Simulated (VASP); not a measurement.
Set up this calculation in VASP 6.6.1, as the native input.

| Item | Value |
| --- | --- |
| Task | electric field gradients |
| Functional | PBEsol |
| Potentials or basis | VASP PAW PBE potentials, release 64 (Te, Pb_d) |
| Cutoff | 520 eV |
| k mesh | 10 × 10 × 10 |
| Occupations | fermi-dirac, width 0.03 eV |
| Spin | no spin polarisation |
| Dipole correction | no |
| Further INCAR settings | ALGO = Normal; EDIFF = 1e-08; NBANDS = 17 |

The structure of TePb lies in POSCAR:

```
TePb
1.0
    0.0000000000      3.1611243728      3.1611243728
    3.1611243728      0.0000000000      3.1611243728
    3.1611243728      3.1611243728      0.0000000000
Te Pb
1 1
Direct
    0.5000000000      0.5000000000      0.5000000000
    0.0000000000      0.0000000000      0.0000000000
```

This cell differs from its parent crystal: volume scaled by 0.94.

These files were run (other wordings do the same):

INCAR

```
SYSTEM = TePb
ALGO = Normal
EDIFF = 1E-8
ENCUT = 520
GGA = PS
ISIF = 2
ISMEAR = -1
LASPH = .True.
LCHARG = .False.
LEFG = .True.
LREAL = .False.
LWAVE = .False.
NBANDS = 17
NELM = 100
PREC = Accurate
SIGMA = 0.03
```

KPOINTS

```
k-points
0
Gamma
  10 10 10
  0 0 0
```

Potentials or basis: VASP PAW PBE potentials, release 64 (Te, Pb_d).

Launch:

```sh
$ cat potpaw_PBE.64/Te/POTCAR potpaw_PBE.64/Pb_d/POTCAR > POTCAR
$ mpirun -np 1 vasp_std > vasp.out
```

It gave:

```
Pressure               : 2.9 GPa
Band gap on the k mesh : 0.52 eV, direct
```

Caveat: without QUAD_EFG the Cq values of the log hold for a quadrupole moment of 1 mb, not for the nuclei; the PAW data sets were made with another functional, which shifts forces and pressure a little; spin-orbit coupling is left out, which moves the levels of the heavy elements.

Run time: 74 s on 1 thread of Intel(R) Xeon(R) Platinum 8375C CPU @ 2.90GHz (Ice Lake) (shared host), peak memory 0.23 GiB.
